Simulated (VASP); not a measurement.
The system is PtS2.

```xyz
3
Lattice="3.6127 0.0000 0.0000 -1.8063 3.1287 0.0000 0.0000 0.0000 5.1376" Properties=species:S:1:pos:R:3 pbc="T T T"
Pt    0.0000    0.0000    0.0000
S     1.8063    1.0429    3.9714
S     0.0000    2.0858    1.1662
```

Base run:

* Program: VASP 6.6.1
* Functional: r2SCAN
* Potentials or basis: VASP PAW PBE potentials, release 64 (Pt, S)
* Cutoff: 520 eV
* k mesh: 9 × 9 × 5
* Occupations: fermi-dirac, width 0.05 eV
* Spin: no spin polarisation

Its results: band gap on the k mesh 1.11 eV (least direct gap 1.18 eV); pressure 0.1 GPa; largest force 0.373 eV/Å.

**Question.** The run is repeated on the same cell with these changes: functional from r2SCAN to LDA; potentials or basis from VASP PAW PBE potentials, release 64 (Pt, S) to VASP PAW LDA potentials, release 64 (Pt, S). What comes out?

**Answer.** Band gap on the k mesh 0.85 eV (least direct gap 0.90 eV); pressure -4.8 GPa; largest force 0.005 eV/Å.

Caveats: spin-orbit coupling is left out, which moves the levels of the heavy elements; an odd mesh through Γ misses points on the zone boundary, where band edges can lie; the PAW data sets were made with another functional, which shifts forces and pressure a little (at least some runs); the cell stands under tension (at least some runs).
